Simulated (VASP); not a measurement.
C, 4 atoms in the cell. Symmetry: P6_3/mmc, No. 194, hexagonal system. Conventional cell: a = 2.460 Å, b = 2.460 Å, c = 6.663 Å, α = 90.00°, β = 90.00°, γ = 120.00°. Within 1.9 Å of C (site symmetry -6m2) lie 3 C at 1.42 Å. Within 1.9 Å of C (site symmetry -6m2) lie 3 C at 1.42 Å. 

| Property | Result |
| --- | --- |
| Program | VASP 6.6.1 |
| Task | phonons |
| Functional | PBE |
| Dispersion | D4 |
| Potentials or basis | VASP PAW PBE potentials, release 64 (C) |
| Cutoff | 520 eV |
| k mesh | 24 × 24 × 6 |
| Occupations | fermi-dirac, width 0.05 eV |
| Spin | no spin polarisation |
| Dipole correction | no |
| Further INCAR settings | ALGO = Normal; EDIFF = 1e-08; IBRION = 6; POTIM = 0.015; NSW = 1 |

Potentials or basis: VASP PAW PBE potentials, release 64 (C).

The run is started by

```console
$ cat potpaw_PBE.64/C/POTCAR > POTCAR
$ mpirun -np 1 vasp_std > vasp.out
```

Hardware: 1 thread of Intel(R) Xeon(R) 6975P-C (Granite Rapids), on a shared host.

**Question.** How long does it take, and how much memory?

**Answer.** Wall time 9.6 min on 1 thread of Intel(R) Xeon(R) 6975P-C (Granite Rapids), with other jobs on the host, peak memory 0.71 GiB. Counts: scf iterations 84, k points 244.
